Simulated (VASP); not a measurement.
# Ti in VASP: single point with r2SCAN+rVV10

Aim: the single point of Ti with r2SCAN+rVV10.

Program: VASP 6.6.1. These are calculated values, not measurements. Logs are shortened: lines on timing, memory, paths and dates and some standing lists are left out, and cuts for length are marked.

## (1) The cell of the first run

The cell holds a slab with vacuum, 4 atoms: a = 2.924 Å, b = 2.924 Å, c = 28.382 Å, α = 90.00°, β = 90.00°, γ = 120.00°.

## (2) Single point, r2SCAN+rVV10

POSCAR

```
Ti
1.0
    2.9239437779      0.0000000000      0.0000000000
   -1.4619718890      2.5322095909      0.0000000000
    0.0000000000      0.0000000000     28.3821819660
Ti
4
Direct
    0.3333333333      0.6666666667      0.2114002372
    0.6666666667      0.3333333333      0.2871162014
    0.3333333333      0.6666666667      0.3729316614
    0.6666666667      0.3333333333      0.4507054113
```

INCAR.step1

```
SYSTEM = Ti
ALGO = Normal ; DIPOL = 0.5 0.5 0.331
EDIFF = 1E-4 ; ENCUT = 520
GGA = PE ; IDIPOL = 3
ISMEAR = 1 ; LASPH = .True.
LCHARG = .False. ; LDIPOL = .True.
LREAL = .False. ; LWAVE = .True.
NBANDS = 32 ; NELM = 100
PREC = Accurate ; SIGMA = 0.1
```

INCAR.step2

```
SYSTEM = Ti
ALGO = Normal ; BPARAM = 11.95
CPARAM = 0.0093 ; DIPOL = 0.5 0.5 0.331
EDIFF = 1E-6 ; ENCUT = 520
IDIPOL = 3 ; ISIF = 2
ISMEAR = 1 ; ISTART = 1
IVDW_NL = 2 ; LASPH = .True.
LCHARG = .True. ; LDIPOL = .True.
LELF = .True. ; LMIXTAU = .True.
LREAL = .False. ; LUSE_VDW = .True.
LVACPOTAV = .True. ; LVHAR = .True.
LWAVE = .False. ; METAGGA = R2SCAN
NBANDS = 32 ; NELM = 100
PREC = Accurate ; SIGMA = 0.1
```

KPOINTS

```
k-points
0
Gamma
  15 15 1
  0 0 0
```

Potentials or basis: VASP PAW PBE potentials, release 64 (Ti_sv).

Launch:

```console
> cat potpaw_PBE.64/Ti_sv/POTCAR > POTCAR
> cp INCAR.step1 INCAR
> mpirun -np 1 vasp_std > vasp.out
> cp INCAR.step2 INCAR
> mpirun -np 1 vasp_std > vasp.out
```

OUTCAR:

```text
SYSTEM = Ti
   BPARAM = 11.95
   EDIFF = 1E-6
   ENCUT = 520
   ISIF = 2
   ISMEAR = 1
   ISTART = 1
   IVDW_NL = 2
   LASPH = .True.
   LREAL = .False.
   METAGGA = R2SCAN
   NELM = 100
   PREC = Accurate

 ion  position               nearest neighbor table
   1  0.333  0.667  0.211-   2 2.73   2 2.73   2 2.73
   2  0.667  0.333  0.287-   1 2.73   1 2.73   1 2.73
   3  0.333  0.667  0.373-   4 2.78   4 2.78   4 2.78
   4  0.667  0.333  0.451-   3 2.78   3 2.78   3 2.78

  LATTYP: Found a hexagonal cell.
 ALAT       =     2.9239437779
 C/A-ratio  =     9.7068152201

  Lattice vectors:

 A1 = (   2.9239437779,   0.0000000000,   0.0000000000)
 A2 = (  -1.4619718890,   2.5322095909,   0.0000000000)
 A3 = (   0.0000000000,   0.0000000000,  28.3821819660)

Analysis of symmetry for initial positions (statically):
=====================================================================
 Subroutine PRICEL returns:
 Original cell was already a primitive cell.

 Routine SETGRP: Setting up the symmetry group for a
 hexagonal supercell.

 Subroutine GETGRP returns: Found  6 space group operations
 (whereof  6 operations were pure point group operations)
 out of a pool of 24 trial point group operations.

The static configuration has the point symmetry C_3v.

Analysis of symmetry for dynamics (positions and initial velocities):
=====================================================================
 Subroutine PRICEL returns:
 Original cell was already a primitive cell.

 Routine SETGRP: Setting up the symmetry group for a
 hexagonal supercell.

 Subroutine GETGRP returns: Found  6 space group operations
 (whereof  6 operations were pure point group operations)
 out of a pool of 24 trial point group operations.

The dynamic configuration has the point symmetry C_3v.

 Subroutine INISYM returns: Found  6 space group operations
 (whereof  6 operations are pure point group operations),
 and found     1 'primitive' translations

----------------------------------------------------------------------------------------

                                     Primitive cell

  volume of cell :     210.1428

  direct lattice vectors                    reciprocal lattice vectors
     2.923943778  0.000000000  0.000000000     0.342003840  0.197456009  0.000000000
    -1.461971889  2.532209591  0.000000000     0.000000000  0.394912018  0.000000000
     0.000000000  0.000000000 28.382181966     0.000000000  0.000000000  0.035233373

[... 95 lines left out ...]
   POTIM  = 0.5000    time-step for ionic-motion
   TEBEG  =    0.0;   TEEND  =   0.0 temperature during run
   PSTRESS=    0.0 pullay stress
   NELECT =      48.0000    total number of electrons
   NUPDOWN=      -1.0000    fix difference up-down
   EMIN   =  10.00;   EMAX   =-10.00  energy-range for DOS
   EFERMI =   0.00;   METHOD = LEGACY
   ISMEAR =     1;   SIGMA  =   0.10  broadening in eV -4-tet -1-fermi 0-gaus
   EFERMI_NEDOS =   21; number of points for ismear=-14 and -15
   IALGO  =     38    algorithm
   IMIX   =      4    mixing-type and parameters
     AMIX     =   0.40;   BMIX     =  1.00
     AMIX_MAG =   1.60;   BMIX_MAG =  1.00
  volume/ion in A,a.u.               =      52.54       354.53
  Fermi-wavevector in a.u.,A,eV,Ry     =   1.000730  1.891106 13.625709  1.001461
  Thomas-Fermi vector in A             =   2.133106
   LORBIT       =      0    0 simple, 1 ext, 2 COOP (PROOUT), +10 PAW based schemes
   METAGGA = R2SCAN    functional components
   LHFCALC =     F    Hartree Fock is set to
   AEXX    =    0.0000 exact exchange contribution
   IVDW_NL    =     2    kernel type
   BPARAM     =11.9500
   IVDW    =     0    specifies the selected vdW correction
   LEPSILON=     F    determine dielectric tensor
   LRPA    =     F    only Hartree local field effects (RPA)
 non-spin polarized calculation
 Methfessel and Paxton  Order N= 1 SIGMA  =   0.10
  energy-cutoff  :      520.00
  volume of cell :      210.14
 maximum number of plane-waves:      5771
 NGX is ok and might be reduce to    24
   NGX = 11   NGY = 11   NGZ =105

 dipolmoment           0.000000      0.000000     -0.001767 electrons x Angstroem

 number of electron      47.9999989 magnetization

 dipolmoment           0.000000      0.000000      0.002411 electrons x Angstroem

 Free energy of the ion-electron system (eV)
  ---------------------------------------------------
  ext. energy  EPLUGINS =         0.00000000
  ---------------------------------------------------
  free energy    TOTEN  =       -48.47480428 eV

  energy without entropy =      -48.47711393  energy(sigma->0) =      -48.47557416

 E-fermi :  -0.2655     XC(G=0):  -4.7605

 val. band max:       -0.2811241775   @ k =   0.3333   0.0667   0.0000
 cond. band min:      -0.2388057404   @ k =   0.3333   0.2000   0.0000
 fundamental gap:      0.0423184371
 Fermi energy:        -0.2655211983

 k-point     1 :       0.0000    0.0000    0.0000
  band No.  band energies     occupation
      1     -59.5574      2.00000
      2     -59.5191      2.00000
      3     -59.3462      2.00000
      4     -59.2804      2.00000
      5     -35.0391      2.00000
      6     -34.9528      2.00000
[... 829 lines left out ...]
     31       2.1016      0.00000
     32       2.6532      0.00000

 [... further k-points ...]

------------------------ aborting loop because EDIFF is reached ----------------------------------------

 vacuum level on the upper side and lower side of the slab       (xc-potential included)         0.018        -0.004

  FORCE on cell =-STRESS in cart. coord.  units (eV):
  Direction    XX          YY          ZZ          XY          YZ          ZX
  --------------------------------------------------------------------------------------
  -------------------------------------------------------------------------------------
  Total       -0.5069422     -0.5069422     -0.5215493      0.0000000      0.0000000      0.0000000
  in kB       -3.8650450     -3.8650450     -3.9764129      0.0000000      0.0000000      0.0000000
  external PRESSURE =      -3.9021676 kB  Pullay stress =       0.0000000 kB

 VOLUME and BASIS-vectors are now :
 -----------------------------------------------------------------------------
  energy-cutoff  :      520.00
  volume of cell :      210.14
      direct lattice vectors                 reciprocal lattice vectors
     2.923943778  0.000000000  0.000000000     0.342003840  0.197456009  0.000000000
    -1.461971889  2.532209591  0.000000000     0.000000000  0.394912018  0.000000000
     0.000000000  0.000000000 28.382181966     0.000000000  0.000000000  0.035233373

 POSITION                                       TOTAL-FORCE (eV/Angst)
 -----------------------------------------------------------------------------------
     -0.00000      1.68814      6.00000        -0.000000      0.000000     -0.040931
      1.46197      0.84407      8.14898        -0.000000      0.000000      0.035054
     -0.00000      1.68814     10.58461         0.000000     -0.000000      0.268054
      1.46197      0.84407     12.79200         0.000000     -0.000000     -0.262178
 -----------------------------------------------------------------------------------
    total drift:                                0.000000      0.000000     -0.001323

  FREE ENERGIE OF THE ION-ELECTRON SYSTEM (eV)
  ---------------------------------------------------
  free  energy   TOTEN  =       -48.4748042762 eV

  energy  without entropy=      -48.4771139311  energy(sigma->0) =      -48.47557416

 vacuum level on the upper side and lower side of the slab         4.474         4.415
```

OUTCAR.step1:

```text
SYSTEM = Ti
   EDIFF = 1E-4
   ENCUT = 520
   GGA = PE
   ISMEAR = 1
   LASPH = .True.
   LREAL = .False.
   NELM = 100
[... 1075 lines left out ...]
     -0.00000      1.68814     10.58461         0.000000      0.000000      0.239886
      1.46197      0.84407     12.79200        -0.000000      0.000000     -0.241065
 -----------------------------------------------------------------------------------
    total drift:                                0.000000      0.000000     -0.035584

  FREE ENERGIE OF THE ION-ELECTRON SYSTEM (eV)
  ---------------------------------------------------
  free  energy   TOTEN  =       -29.5164645886 eV

  energy  without entropy=      -29.5163409125  energy(sigma->0) =      -29.51642336

 vacuum level on the upper side and lower side of the slab         4.378         4.323
```

It took 31 min on 1 thread of AMD EPYC 9R45 (Zen 5), shared host; peak memory 0.85 GiB.

Results:

| Quantity | Value |
| --- | --- |
| Free energy | -48.4748 eV |
| Largest force | 0.268 eV/Å |
| Band gap on the k mesh | zero (band 24 reaches 0.48 eV, above the bottom of band 25 at -0.81 eV) |
| Work function of the upper face | 4.74 eV |
| Work function of the lower face | 4.68 eV |

Forces in eV/Å, atoms in the order of the input:
```
Ti   0.000  0.000 -0.041
Ti   0.000  0.000  0.035
Ti   0.000  0.000  0.268
Ti   0.000  0.000 -0.262
```

Caveat: the PAW data sets were made with another functional, which shifts forces and pressure a little.
